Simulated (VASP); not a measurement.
Runs of VASP 6.6.1 on TiPt3. The structure is that of space group Pm-3m (No. 221), or close to it. The cells are those of the table. 

```csv
task,cell,gap on the mesh (eV),pressure (GPa)
electric field gradients,"a = 3.897 Å, angles 90.6°, 4 atoms",none,0.3
electric field gradients,"a = 3.871 Å, 4 atoms",none,(a)
electric field gradients,"a = 3.897 Å, angles 89.4°, 4 atoms",none,0.3
electric field gradients,"a = 3.948 Å, 4 atoms",none,-9.3
electric field gradients,"a = 3.910 Å, 4 atoms",none,-2.4
single point,"a = 3.948 Å, 4 atoms",none,-9.3
electric field gradients,"a = 3.897, b = 3.897, c = 3.819 Å, 4 atoms",none,6.0
single point,"a = 3.910 Å, 4 atoms",none,-2.4
electric field gradients,"a = 3.897, b = 3.897, c = 3.858 Å, 4 atoms",none,3.0
single point,"a = 3.817 Å, 4 atoms",none,(b)
electric field gradients,"a = 3.897 Å, angles 88.8°, 4 atoms",none,0.6
```

Alike in all rows: level PBEsol; potentials or basis VASP PAW PBE potentials, release 64 (Ti_sv, Pt); no spin polarisation; k mesh 9 × 9 × 9; cutoff (eV) 520; smearing fermi-dirac 0.05 eV.

Problem. Fill in the values left out.

Solution. (a) 5.9; (b) 19.6.

Caveats: the PAW data sets were made with another functional, which shifts forces and pressure a little; spin-orbit coupling is left out, which moves the levels of the heavy elements.

A k mesh can miss the band edges, and the runs leave out spin-orbit coupling on Pt.

A gap of «none» marks levels without a gap at the run's occupations.
